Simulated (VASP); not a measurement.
# CsTlF4 (Pbcm) in VASP: electric field gradients with r2SCAN

Aim: the electric field gradients of CsTlF4 with r2SCAN.

All numbers are computed with VASP 6.6.1; they aren't measurements. Logs are shortened: lines on timing, memory, paths and dates and some standing lists are left out, and cuts for length are marked.

## (1) The cell of the first run

The structure is orthorhombic, space group Pbcm (No. 57). The conventional cell has a = 6.564 Å, b = 8.458 Å, c = 8.542 Å, α = 90.00°, β = 90.00°, γ = 90.00°. Cs (site symmetry m) has 10 F at 2.97 to 3.72 Å within 3.9 Å. Tl (site symmetry -1) has 6 F at 2.07 to 2.25 Å within 2.7 Å. F (site symmetry 1) has 1 Tl at 2.07 Å within 2.7 Å. Within 3.0 Å of F (site symmetry m) lie 2 Tl at 2.24 Å and 2 F at 2.95 Å. F (site symmetry 2) has 2 Tl at 2.25 Å and 2 F at 2.96 Å within 3.0 Å.

## (2) Electric field gradients, r2SCAN

POSCAR

```
CsTlF4
1.0
    6.5644075700      0.0000000000      0.0000000000
    0.0000000000      8.4582358200      0.0000000000
    0.0000000000      0.0000000000      8.5415860600
Cs Tl F
4 4 16
Direct
    0.4834192200      0.8022325300      0.2500000000
    0.5165807800      0.1977674700      0.7500000000
    0.5165807800      0.3022325300      0.2500000000
    0.4834192200      0.6977674700      0.7500000000
    0.0000000000      0.0000000000      0.5000000000
    0.0000000000      0.0000000000      0.0000000000
    0.0000000000      0.5000000000      0.5000000000
    0.0000000000      0.5000000000      0.0000000000
    0.7055233900      0.9324234200      0.5563337100
    0.2944766100      0.0675765800      0.0563337100
    0.2944766100      0.4324234200      0.5563337100
    0.7055233900      0.5675765800      0.0563337100
    0.9024845200      0.9798175900      0.2500000000
    0.0975154800      0.0201824100      0.7500000000
    0.0975154800      0.4798175900      0.2500000000
    0.9024845200      0.5201824100      0.7500000000
    0.8820638300      0.2500000000      0.5000000000
    0.1179361700      0.7500000000      0.0000000000
    0.1179361700      0.7500000000      0.5000000000
    0.8820638300      0.2500000000      0.0000000000
    0.7055233900      0.5675765800      0.4436662900
    0.2944766100      0.4324234200      0.9436662900
    0.2944766100      0.0675765800      0.4436662900
    0.7055233900      0.9324234200      0.9436662900
```

INCAR.step1

```
SYSTEM = CsTlF4
PREC = Accurate
ENCUT = 520
ISMEAR = -1
SIGMA = 0.02
LREAL = Auto
LASPH = .True.
NELM = 100
NBANDS = 118
GGA = PE
ALGO = Normal
EDIFF = 1E-4
LWAVE = .True.
LCHARG = .False.
```

INCAR.step2

```
SYSTEM = CsTlF4
PREC = Accurate
ENCUT = 520
EDIFF = 1E-8
ISMEAR = -1
SIGMA = 0.02
LREAL = Auto
LASPH = .True.
NELM = 100
ALGO = Normal
ISIF = 2
LWAVE = .False.
LCHARG = .False.
METAGGA = R2SCAN
LMIXTAU = .True.
LEFG = .True.
NBANDS = 118
ISTART = 1
```

KPOINTS

```
regular mesh
0
Gamma
  3 3 3
  0 0 0
```

Potentials or basis: VASP PAW PBE potentials, release 64 (Cs_sv, Tl_d, F).

Started as:

```
> cat potpaw_PBE.64/Cs_sv/POTCAR potpaw_PBE.64/Tl_d/POTCAR potpaw_PBE.64/F/POTCAR > POTCAR
> cp INCAR.step1 INCAR
> mpirun -np 1 vasp_std > vasp.out
> cp INCAR.step2 INCAR
> mpirun -np 1 vasp_std > vasp.out
```

OUTCAR:

```text
SYSTEM = CsTlF4
   PREC = Accurate
   ENCUT = 520
   EDIFF = 1E-8
   ISMEAR = -1
   LREAL = Auto
   LASPH = .True.
   NELM = 100
   ISIF = 2
   METAGGA = R2SCAN
   ISTART = 1

 ion  position               nearest neighbor table
   1  0.483  0.802  0.250-
   2  0.517  0.198  0.750-
   3  0.517  0.302  0.250-
   4  0.483  0.698  0.750-
   5  0.000  0.000  0.500-   9 2.07  23 2.07  14 2.24  13 2.24  19 2.25  17 2.25
   6  0.000  0.000  0.000-  10 2.07  24 2.07  14 2.24  13 2.24  20 2.25  18 2.25
   7  0.000  0.500  0.500-  11 2.07  21 2.07  16 2.24  15 2.24  19 2.25  17 2.25
   8  0.000  0.500  0.000-  12 2.07  22 2.07  16 2.24  15 2.24  20 2.25  18 2.25
   9  0.706  0.932  0.556-   5 2.07
  10  0.294  0.068  0.056-   6 2.07
  11  0.294  0.432  0.556-   7 2.07
  12  0.706  0.568  0.056-   8 2.07
  13  0.902  0.980  0.250-   5 2.24   6 2.24
  14  0.098  0.020  0.750-   5 2.24   6 2.24
  15  0.098  0.480  0.250-   7 2.24   8 2.24
  16  0.902  0.520  0.750-   7 2.24   8 2.24
  17  0.882  0.250  0.500-   5 2.25   7 2.25
  18  0.118  0.750  0.000-   6 2.25   8 2.25
  19  0.118  0.750  0.500-   5 2.25   7 2.25
  20  0.882  0.250  0.000-   6 2.25   8 2.25
  21  0.706  0.568  0.444-   7 2.07
  22  0.294  0.432  0.944-   8 2.07
  23  0.294  0.068  0.444-   5 2.07
  24  0.706  0.932  0.944-   6 2.07

  LATTYP: Found a simple orthorhombic cell.
 ALAT       =     6.5644075700
 B/A-ratio  =     1.2884994921
 C/A-ratio  =     1.3011967903

  Lattice vectors:

 A1 = (   6.5644075700,   0.0000000000,   0.0000000000)
 A2 = (   0.0000000000,   8.4582358200,   0.0000000000)
 A3 = (   0.0000000000,   0.0000000000,   8.5415860600)

Analysis of symmetry for initial positions (statically):
=====================================================================
 Subroutine PRICEL returns:
 Original cell was already a primitive cell.

 Routine SETGRP: Setting up the symmetry group for a
 simple orthorhombic supercell.

 Subroutine GETGRP returns: Found  8 space group operations
 (whereof  2 operations were pure point group operations)
 out of a pool of  8 trial point group operations.
[... 206 lines left out ...]
      6     -23.3159      2.00000
[... 909 lines left out ...]
    111       7.8278      0.00000
    112       8.0078      0.00000
 [bands above 112 left out]

------------------------ aborting loop because EDIFF is reached ----------------------------------------

  FORCE on cell =-STRESS in cart. coord.  units (eV):
  Direction    XX          YY          ZZ          XY          YZ          ZX
  --------------------------------------------------------------------------------------
  -------------------------------------------------------------------------------------
  Total        0.2122145      0.2200517      0.2884150     -0.0000000      0.0000000      0.0000000
  in kB        0.7169218      0.7433981      0.9743492     -0.0000000      0.0000000      0.0000000
  external PRESSURE =       0.8115564 kB  Pullay stress =       0.0000000 kB

 VOLUME and BASIS-vectors are now :
 -----------------------------------------------------------------------------
  energy-cutoff  :      520.00
  volume of cell :      474.26
      direct lattice vectors                 reciprocal lattice vectors
     6.564407570  0.000000000  0.000000000     0.152336672  0.000000000  0.000000000
     0.000000000  8.458235820  0.000000000     0.000000000  0.118227964  0.000000000
     0.000000000  0.000000000  8.541586060     0.000000000  0.000000000  0.117074276

 POSITION                                       TOTAL-FORCE (eV/Angst)
 -----------------------------------------------------------------------------------
      3.17336      6.78547      2.13540        -0.007834     -0.007035     -0.000000
      3.39105      1.67276      6.40619         0.007834      0.007035     -0.000000
      3.39105      2.55635      2.13540         0.007834     -0.007035     -0.000000
      3.17336      5.90188      6.40619        -0.007834      0.007035     -0.000000
      0.00000      0.00000      4.27079         0.000000      0.000000     -0.000000
      0.00000      0.00000      0.00000         0.000000      0.000000     -0.000000
[... 16 lines left out ...]
      1.93306      0.57158      3.78961         0.015762      0.007601     -0.000894
      4.63134      7.88666      8.06041        -0.015762     -0.007601     -0.000894
 -----------------------------------------------------------------------------------
    total drift:                                0.000000      0.000000     -0.000000

  FREE ENERGIE OF THE ION-ELECTRON SYSTEM (eV)
  ---------------------------------------------------
  free  energy   TOTEN  =      -419.9282159214 eV

  energy  without entropy=     -419.9282159214  energy(sigma->0) =     -419.92821592

 Electric field gradients (V/A^2)
---------------------------------------------------------------------
 ion       V_xx      V_yy      V_zz      V_xy      V_xz      V_yz
---------------------------------------------------------------------
   1      -1.739    15.770   -14.031    50.685     0.000     0.000
   2      -1.739    15.770   -14.031    50.685     0.000     0.000
   3      -1.739    15.770   -14.031   -50.685    -0.000    -0.000
   4      -1.739    15.770   -14.031   -50.685     0.000    -0.000
   5    -260.743   136.261   124.482  -107.297    81.424    29.403
   6    -260.743   136.261   124.482  -107.297   -81.424   -29.403
[... 16 lines left out ...]
  23     121.184   -59.096   -62.088    57.130   -46.574   -11.902
  24     121.184   -59.096   -62.088    57.130    46.574    11.902
---------------------------------------------------------------------

 Electric field gradients after diagonalization (V/A^2)
 (convention: |V_zz| > |V_xx| > |V_yy|)
----------------------------------------------------------------------
 ion       V_xx      V_yy      V_zz     asymmetry (V_yy - V_xx)/ V_zz
----------------------------------------------------------------------
   1     -44.419   -14.031    58.451       0.520
   2     -44.419   -14.031    58.451       0.520
   3     -44.419   -14.031    58.451       0.520
   4     -44.419   -14.031    58.451       0.520
   5     166.268   138.898  -305.166       0.090
   6     166.268   138.898  -305.166       0.090
[... 16 lines left out ...]
  23     -76.363   -72.351   148.714       0.027
  24     -76.363   -72.351   148.714       0.027
----------------------------------------------------------------------

           NMR quadrupolar parameters

 Cq : quadrupolar parameter    Cq=e*Q*V_zz/h
 eta: asymmetry parameters     (V_yy - V_xx)/ V_zz
 Q  : nuclear electric quadrupole moment in mb (millibarn)
----------------------------------------------------------------------
 ion       Cq(MHz)       eta       Q (mb)
----------------------------------------------------------------------
   1       0.141       0.520       1.000
   2       0.141       0.520       1.000
   3       0.141       0.520       1.000
   4       0.141       0.520       1.000
   5      -0.738       0.090       1.000
   6      -0.738       0.090       1.000
[... 16 lines left out ...]
  23       0.360       0.027       1.000
  24       0.360       0.027       1.000
----------------------------------------------------------------------
```

OUTCAR.step1:

```text
SYSTEM = CsTlF4
   PREC = Accurate
   ENCUT = 520
   ISMEAR = -1
   LREAL = Auto
   LASPH = .True.
[... 1198 lines left out ...]
      0.00000      0.00000      0.00000         0.000000      0.000000      0.000000
[... 16 lines left out ...]
      1.93306      0.57158      3.78961         0.308503      0.088706     -0.076856
      4.63134      7.88666      8.06041        -0.308503     -0.088706     -0.076856
 -----------------------------------------------------------------------------------
    total drift:                                0.000000      0.000000     -0.000000

  FREE ENERGIE OF THE ION-ELECTRON SYSTEM (eV)
  ---------------------------------------------------
  free  energy   TOTEN  =       -93.9832067786 eV

  energy  without entropy=      -93.9832067786  energy(sigma->0) =      -93.98320678
```

OSZICAR.step1:

```text
N       E                     dE             d eps       ncg     rms          rms(c)
DAV:   1     0.159574470251E+04    0.15957E+04   -0.10742E+05  1888   0.158E+03
DAV:   2     0.100629623383E+02   -0.15857E+04   -0.15573E+04  2300   0.375E+02
DAV:   3    -0.107040022436E+03   -0.11710E+03   -0.11647E+03  2168   0.102E+02
DAV:   4    -0.108512568836E+03   -0.14725E+01   -0.14685E+01  2136   0.124E+01
DAV:   5    -0.108535234885E+03   -0.22666E-01   -0.22645E-01  2128   0.145E+00    0.375E+01
DAV:   6    -0.937547466567E+02    0.14780E+02   -0.58491E+01  2330   0.393E+01    0.331E+01
DAV:   7    -0.941778002214E+02   -0.42305E+00   -0.85104E+00  2032   0.856E+00    0.171E+01
DAV:   8    -0.940435462317E+02    0.13425E+00   -0.16296E+00  2096   0.480E+00    0.600E+00
DAV:   9    -0.939752046310E+02    0.68342E-01   -0.31494E-01  2176   0.255E+00    0.121E+00
DAV:  10    -0.939807063661E+02   -0.55017E-02   -0.70552E-02  2042   0.816E-01    0.330E-01
DAV:  11    -0.939825126491E+02   -0.18063E-02   -0.83728E-03  2088   0.377E-01    0.200E-01
DAV:  12    -0.939830430770E+02   -0.53043E-03   -0.32270E-03  2042   0.240E-01    0.441E-02
DAV:  13    -0.939832018236E+02   -0.15875E-03   -0.42831E-04  1760   0.751E-02    0.357E-02
DAV:  14    -0.939832067786E+02   -0.49550E-05   -0.56942E-05  1186   0.334E-02
   1 F= -.93983207E+02 E0= -.93983207E+02  d E =-.908056E-12
```

Wall time 27 min (1 thread of AMD EPYC 9R45 (Zen 5), shared host); peak memory 0.67 GiB.

Results:

```yaml
Free_energy: -419.9282 eV
Pressure: 0.1 GPa
Largest_force: 0.024 eV/Å
Band_gap_on_the_k_mesh: 3.39 eV (least direct gap 3.46 eV)
Largest_electric_field_gradient_by_atom: Cs +58.5; Tl -305.2; F +148.7, +114.8, +107.0 (each value once) V/Å²
```

Forces in eV/Å, atoms in the order of the input:
```
Cs  -0.008 -0.007  0.000
Cs   0.008  0.007  0.000
Cs   0.008 -0.007  0.000
Cs  -0.008  0.007  0.000
Tl   0.000  0.000  0.000
Tl   0.000  0.000  0.000
Tl   0.000  0.000  0.000
Tl   0.000  0.000  0.000
F   -0.016 -0.008  0.001
F    0.016  0.008  0.001
F    0.016 -0.008  0.001
F   -0.016  0.008  0.001
F   -0.005  0.001  0.000
F    0.005 -0.001  0.000
F    0.005  0.001  0.000
F   -0.005 -0.001  0.000
F   -0.024  0.000  0.000
F    0.024  0.000  0.000
F    0.024  0.000  0.000
F   -0.024  0.000  0.000
F   -0.016  0.008 -0.001
F    0.016 -0.008 -0.001
F    0.016  0.008 -0.001
F   -0.016 -0.008 -0.001
```

Levels at points of the mesh, in eV from the valence-band top:
| k point | band 98 | band 99 | band 100 | band 101 | band 102 | band 103 |
| --- | --- | --- | --- | --- | --- | --- |
| (0.00, 0.00, 0.00) | -0.09 | -0.07 | -0.07 | 3.39 | 4.93 | 5.02 |

Electric field gradients, principal values (V/Å²):
```tsv
atom	least	middle	greatest (by size)
1 Cs	-14.031	-44.419	58.451
2 Cs	-14.031	-44.419	58.451
3 Cs	-14.031	-44.419	58.451
4 Cs	-14.031	-44.419	58.451
5 Tl	138.898	166.268	-305.166
6 Tl	138.898	166.268	-305.166
7 Tl	138.898	166.268	-305.166
8 Tl	138.898	166.268	-305.166
9 F	-72.351	-76.363	148.714
10 F	-72.351	-76.363	148.714
11 F	-72.351	-76.363	148.714
12 F	-72.351	-76.363	148.714
13 F	-45.285	-69.524	114.809
14 F	-45.285	-69.524	114.809
15 F	-45.285	-69.524	114.809
16 F	-45.285	-69.524	114.809
17 F	-38.546	-68.503	107.049
18 F	-38.546	-68.503	107.049
19 F	-38.546	-68.503	107.049
20 F	-38.546	-68.503	107.049
21 F	-72.351	-76.363	148.714
22 F	-72.351	-76.363	148.714
23 F	-72.351	-76.363	148.714
24 F	-72.351	-76.363	148.714
```

Caveat: without QUAD_EFG the Cq values of the log hold for a quadrupole moment of 1 mb, not for the nuclei; the PAW data sets were made with another functional, which shifts forces and pressure a little; spin-orbit coupling is left out, which moves the levels of the heavy elements.
